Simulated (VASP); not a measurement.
# MnVC4N4 (P-43m) in VASP: further runs, part 2 of 2

VASP 6.6.1. Earlier steps stand in the parts before.

### 3 Single point, PBE, collinear spin, ferromagnetic start

Contents of INCAR:

```
SYSTEM = MnVC4N4
ALGO = Normal
EDIFF = 1E-6
ENCUT = 520
GGA = PE
ISIF = 2
ISMEAR = 0
ISPIN = 2
LASPH = .True.
LCHARG = .True.
LELF = .True.
LMAXMIX = 4
LORBIT = 11
LREAL = .False.
LVHAR = .True.
LWAVE = .False.
MAGMOM = 4 2 0 0 0 0 0 0 0 0
NBANDS = 46
NELM = 150
PREC = Accurate
SIGMA = 0.1
```

Contents of KPOINTS:

```
k-points
0
Gamma
  4 4 4
  0 0 0
```

Contents of POSCAR:

```
MnVC4N4
1.0
    5.9053934375      0.0000000000      0.0000000000
    0.0000000000      5.9053934375      0.0000000000
    0.0000000000      0.0000000000      5.9053934375
Mn V C N
1 1 4 4
Direct
    0.0000000000      0.0000000000      0.0000000000
    0.5000000000      0.5000000000      0.5000000000
    0.1958649648      0.1958649648      0.1958649648
    0.1958649648      0.8041350352      0.8041350352
    0.8041350352      0.1958649648      0.8041350352
    0.8041350352      0.8041350352      0.1958649648
    0.3115684063      0.3115684063      0.3115684063
    0.3115684063      0.6884315937      0.6884315937
    0.6884315937      0.3115684063      0.6884315937
    0.6884315937      0.6884315937      0.3115684063
```

Potentials or basis: VASP PAW PBE potentials, release 64 (Mn_pv, V_sv, C, N).

On the command line:

```console
cat potpaw_PBE.64/Mn_pv/POTCAR potpaw_PBE.64/V_sv/POTCAR potpaw_PBE.64/C/POTCAR potpaw_PBE.64/N/POTCAR > POTCAR
mpirun -np 1 vasp_std > vasp.out
```

OUTCAR:

```text
SYSTEM = MnVC4N4
   EDIFF = 1E-6
   ENCUT = 520
   GGA = PE
   ISIF = 2
   ISMEAR = 0
   ISPIN = 2
   LASPH = .True.
   LORBIT = 11
   LREAL = .False.
   NELM = 150
   PREC = Accurate

 ion  position               nearest neighbor table
   1  0.000  0.000  0.000-   3 2.00   4 2.00   5 2.00   6 2.00
   2  0.500  0.500  0.500-   7 1.93   8 1.93   9 1.93  10 1.93
   3  0.196  0.196  0.196-   7 1.18   1 2.00
   4  0.196  0.804  0.804-   8 1.18   1 2.00
   5  0.804  0.196  0.804-   9 1.18   1 2.00
   6  0.804  0.804  0.196-  10 1.18   1 2.00
   7  0.312  0.312  0.312-   3 1.18   2 1.93
   8  0.312  0.688  0.688-   4 1.18   2 1.93
   9  0.688  0.312  0.688-   5 1.18   2 1.93
  10  0.688  0.688  0.312-   6 1.18   2 1.93

  LATTYP: Found a simple cubic cell.
 ALAT       =     5.9053934375

  Lattice vectors:

 A1 = (   5.9053934375,   0.0000000000,   0.0000000000)
 A2 = (   0.0000000000,   5.9053934375,   0.0000000000)
 A3 = (   0.0000000000,   0.0000000000,   5.9053934375)

Analysis of symmetry for initial positions (statically):
=====================================================================
 Subroutine PRICEL returns:
 Original cell was already a primitive cell.

 Routine SETGRP: Setting up the symmetry group for a
 simple cubic supercell.

 Subroutine GETGRP returns: Found 24 space group operations
 (whereof 24 operations were pure point group operations)
 out of a pool of 48 trial point group operations.

The static configuration has the point symmetry T_d .

Analysis of symmetry for dynamics (positions and initial velocities):
=====================================================================
 Subroutine PRICEL returns:
 Original cell was already a primitive cell.

 Routine SETGRP: Setting up the symmetry group for a
 simple cubic supercell.

 Subroutine GETGRP returns: Found 24 space group operations
 (whereof 24 operations were pure point group operations)
 out of a pool of 48 trial point group operations.

The dynamic configuration has the point symmetry T_d .

Analysis of structural, dynamic, and magnetic symmetry:
=====================================================================
 Subroutine PRICEL returns:
 Original cell was already a primitive cell.

 Routine SETGRP: Setting up the symmetry group for a
 simple cubic supercell.

 Subroutine GETGRP returns: Found 24 space group operations
 (whereof 24 operations were pure point group operations)
 out of a pool of 48 trial point group operations.

The overall configuration has the point symmetry T_d .

 Subroutine INISYM returns: Found 24 space group operations
 (whereof 24 operations are pure point group operations),
 and found     1 'primitive' translations

----------------------------------------------------------------------------------------

                                     Primitive cell

  volume of cell :     205.9428

  direct lattice vectors                    reciprocal lattice vectors
     5.905393437  0.000000000  0.000000000     0.169336728  0.000000000  0.000000000
     0.000000000  5.905393437  0.000000000     0.000000000  0.169336728  0.000000000
     0.000000000  0.000000000  5.905393437     0.000000000  0.000000000  0.169336728

  length of vectors
[... 102 lines left out ...]
     AMIX     =   0.40;   BMIX     =  1.00
     AMIX_MAG =   1.60;   BMIX_MAG =  1.00
  volume/ion in A,a.u.               =      20.59       138.98
  Fermi-wavevector in a.u.,A,eV,Ry     =   1.097210  2.073427 16.379653  1.203871
  Thomas-Fermi vector in A             =   2.233566
   LORBIT       =     11    0 simple, 1 ext, 2 COOP (PROOUT), +10 PAW based schemes
   GGA     = PE    functional components
   LHFCALC =     F    Hartree Fock is set to
   AEXX    =    0.0000 exact exchange contribution
   IVDW    =     0    specifies the selected vdW correction
   LEPSILON=     F    determine dielectric tensor
   LRPA    =     F    only Hartree local field effects (RPA)
 spin polarized calculation
 Gauss-broadening in eV      SIGMA  =   0.10
  energy-cutoff  :      520.00
  volume of cell :      205.94
 maximum number of plane-waves:      5580
 NGX is ok and might be reduce to    48
   NGX = 21   NGY = 21   NGZ = 21

 number of electron      62.0000006 magnetization       2.0002272

 Free energy of the ion-electron system (eV)
  ---------------------------------------------------
  ext. energy  EPLUGINS =         0.00000000
  ---------------------------------------------------
  free energy    TOTEN  =       -85.69542010 eV

  energy without entropy =      -85.66913552  energy(sigma->0) =      -85.68227781

 E-fermi :   0.1890     XC(G=0):  -7.2304

 val. band max:        0.1652959172   @ k =   0.0000   0.0000   0.0000
 cond. band min:       0.2084942563   @ k =   0.2500   0.2500   0.2500
 fundamental gap:      0.0431983391
 Fermi energy:         0.1890144242

 spin component 1

 k-point     1 :       0.0000    0.0000    0.0000
  band No.  band energies     occupation
      1     -64.0722      1.00000
      2     -49.8527      1.00000
      3     -49.8527      1.00000
      4     -49.8527      1.00000
      5     -37.9610      1.00000
      6     -37.9610      1.00000
[... 449 lines left out ...]
     42       4.4602      0.00000
     43       4.4602      0.00000
 Fermi energy:         0.1890144242

 spin component 2

 k-point     1 :       0.0000    0.0000    0.0000
  band No.  band energies     occupation
      1     -65.7827      1.00000
      2     -46.2146      1.00000
      3     -46.2146      1.00000
      4     -46.2146      1.00000
      5     -39.6464      1.00000
      6     -39.6463      1.00000
[... 449 lines left out ...]
     42       4.7108      0.00000
     43       4.7108      0.00000
 [bands above 43 left out]

------------------------ aborting loop because EDIFF is reached ----------------------------------------

  FORCE on cell =-STRESS in cart. coord.  units (eV):
  Direction    XX          YY          ZZ          XY          YZ          ZX
  --------------------------------------------------------------------------------------
  -------------------------------------------------------------------------------------
  Total       -0.4693900     -0.4693900     -0.4693900     -0.0000000     -0.0000000     -0.0000000
  in kB       -3.6517237     -3.6517237     -3.6517237     -0.0000000     -0.0000000     -0.0000000
  external PRESSURE =      -3.6517237 kB  Pullay stress =       0.0000000 kB

 VOLUME and BASIS-vectors are now :
 -----------------------------------------------------------------------------
  energy-cutoff  :      520.00
  volume of cell :      205.94
      direct lattice vectors                 reciprocal lattice vectors
     5.905393437  0.000000000  0.000000000     0.169336728  0.000000000  0.000000000
     0.000000000  5.905393437  0.000000000     0.000000000  0.169336728  0.000000000
     0.000000000  0.000000000  5.905393437     0.000000000  0.000000000  0.169336728

 POSITION                                       TOTAL-FORCE (eV/Angst)
 -----------------------------------------------------------------------------------
      0.00000      0.00000      0.00000         0.000000     -0.000000     -0.000000
      2.95270      2.95270      2.95270         0.000000     -0.000000     -0.000000
      1.15666      1.15666      1.15666        -0.467228     -0.467228     -0.467228
      1.15666      4.74873      4.74873        -0.467228      0.467228      0.467228
      4.74873      1.15666      4.74873         0.467228     -0.467228      0.467228
      4.74873      4.74873      1.15666         0.467228      0.467228     -0.467228
      1.83993      1.83993      1.83993         0.397384      0.397384      0.397384
      1.83993      4.06546      4.06546         0.397384     -0.397384     -0.397384
      4.06546      1.83993      4.06546        -0.397384      0.397384     -0.397384
      4.06546      4.06546      1.83993        -0.397384     -0.397384      0.397384
 -----------------------------------------------------------------------------------
    total drift:                                0.000000      0.000000      0.000000

  FREE ENERGIE OF THE ION-ELECTRON SYSTEM (eV)
  ---------------------------------------------------
  free  energy   TOTEN  =       -85.6954200961 eV

  energy  without entropy=      -85.6691355197  energy(sigma->0) =      -85.68227781

 total charge

# of ion       s       p       d       tot
------------------------------------------
    1        0.328   6.385   4.935  11.648
    2        2.265   6.247   3.011  11.523
    3        0.963   1.582   0.000   2.545
    4        0.963   1.582   0.000   2.545
    5        0.963   1.582   0.000   2.545
    6        0.963   1.582   0.000   2.545
    7        1.298   2.618   0.000   3.917
    8        1.298   2.618   0.000   3.917
    9        1.298   2.618   0.000   3.917
   10        1.298   2.618   0.000   3.917
--------------------------------------------------
tot         11.640  29.434   7.946  49.020

 magnetization (x)

# of ion       s       p       d       tot
------------------------------------------
    1        0.023   0.105   3.316   3.444
    2       -0.015  -0.025  -1.660  -1.700
    3       -0.007  -0.084   0.000  -0.091
    4       -0.007  -0.084   0.000  -0.091
    5       -0.007  -0.084   0.000  -0.091
    6       -0.007  -0.084   0.000  -0.091
    7        0.009   0.103   0.000   0.112
    8        0.009   0.103   0.000   0.112
    9        0.009   0.103   0.000   0.112
   10        0.009   0.103   0.000   0.112
--------------------------------------------------
tot          0.017   0.156   1.656   1.828
```

It took 5.5 min on 1 thread of Intel Xeon Platinum 8259CL at 2.50GHz (Skylake/Cascade Lake), shared host; peak memory 0.49 GiB.

What came out:

* Free energy: -85.6954 eV
* Pressure: -0.4 GPa
* Largest force: 0.809 eV/Å
* Band gap on the k mesh: zero (filled and empty bands overlap)
* Net moment: 2.00 μB per cell
* Site moments: Mn +3.44; V -1.70; C -0.09; N +0.11 μB
* Valence electrons inside the program's atomic spheres: Mn 11.65; V 11.52; C 2.54; N 3.92

Forces on the atoms (eV/Å):
```
Mn   0.000  0.000  0.000
V    0.000  0.000  0.000
C   -0.467 -0.467 -0.467
C   -0.467  0.467  0.467
C    0.467 -0.467  0.467
C    0.467  0.467 -0.467
N    0.397  0.397  0.397
N    0.397 -0.397 -0.397
N   -0.397  0.397 -0.397
N   -0.397 -0.397  0.397
```

Levels at points of the mesh, in eV from the Fermi level:
Spin up:
| k point | band 30 | band 31 | band 32 | band 33 | band 34 | band 35 |
| --- | --- | --- | --- | --- | --- | --- |
| (0.00, 0.00, 0.00) | -1.29 | -1.29 | -1.29 | 0.89 | 0.89 | 1.15 |
| (0.50, 0.00, 0.00) | -1.41 | -1.23 | -1.23 | 0.87 | 0.94 | 1.40 |
| (0.50, 0.50, 0.00) | -1.31 | -1.18 | -1.18 | 0.84 | 0.96 | 1.37 |
| (0.50, 0.50, 0.50) | -1.19 | -1.19 | -1.19 | 0.95 | 0.95 | 1.32 |
Spin down:
```
           k point  band 28  band 29  band 30  band 31  band 32  band 33
(0.00, 0.00, 0.00)    -1.35    -1.35    -0.02    -0.02    -0.02     0.77
(0.50, 0.00, 0.00)    -1.24    -0.94    -0.25     0.20     0.20     0.40
(0.50, 0.50, 0.00)    -1.18    -0.93    -0.28     0.39     0.40     0.40
(0.50, 0.50, 0.50)    -1.29    -1.29     0.25     0.25     0.25     0.77
```

Caveat: a cell with one magnetic atom can't hold antiferromagnetic order, which such compounds often take. With open d or f shells a metallic result of PBE can be an artefact of self-interaction; +U or a hybrid may open a gap.

The gap in the log of VASP goes by the Fermi energy; the results here count the filled bands.